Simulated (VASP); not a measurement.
WC, 2 atoms in the cell. It takes space group P-6m2 (No. 187, hexagonal). The conventional cell has a = 2.922 Å, b = 2.922 Å, c = 2.847 Å, α = 90.00°, β = 90.00°, γ = 120.00°. Within 3.0 Å of W (site symmetry -6m2) lie 6 C at 2.21 Å and 8 W at 2.85 to 2.92 Å. C (site symmetry -6m2) has 6 W at 2.21 Å and 8 C at 2.85 to 2.92 Å within 3.0 Å. 

| Item | Value |
| --- | --- |
| Program | VASP 6.6.1 |
| Task | single point |
| Functional | PBE |
| Potentials or basis | VASP PAW PBE potentials, release 64 (W_sv, C) |
| Cutoff | 520 eV |
| k mesh | 24 × 24 × 20 |
| Occupations | gaussian, width 0.1 eV |
| Spin | non-collinear spin, zero start, spin-orbit coupling |
| Starting moments | [[0.0, 0.0, 0.0], [0.0, 0.0, 0.0]] μB |
| Dipole correction | no |
| Further INCAR settings | ALGO = Normal; EDIFF = 1e-07; NBANDS = 30 |

Potentials or basis: VASP PAW PBE potentials, release 64 (W_sv, C).

Launch:

```bash
$ cat potpaw_PBE.64/W_sv/POTCAR potpaw_PBE.64/C/POTCAR > POTCAR
$ mpirun -np 4 vasp_ncl > vasp.out
```

Hardware: 4 MPI ranks on Intel(R) Xeon(R) Platinum 8259CL CPU @ 2.50GHz (Skylake/Cascade Lake), on a shared host.

Estimate the wall time of this run.

Run time: 5 min on 4 MPI ranks on Intel(R) Xeon(R) Platinum 8259CL CPU @ 2.50GHz (Skylake/Cascade Lake) (shared host), peak memory 1 GiB a rank. Counts: scf iterations 14, k points 1199.
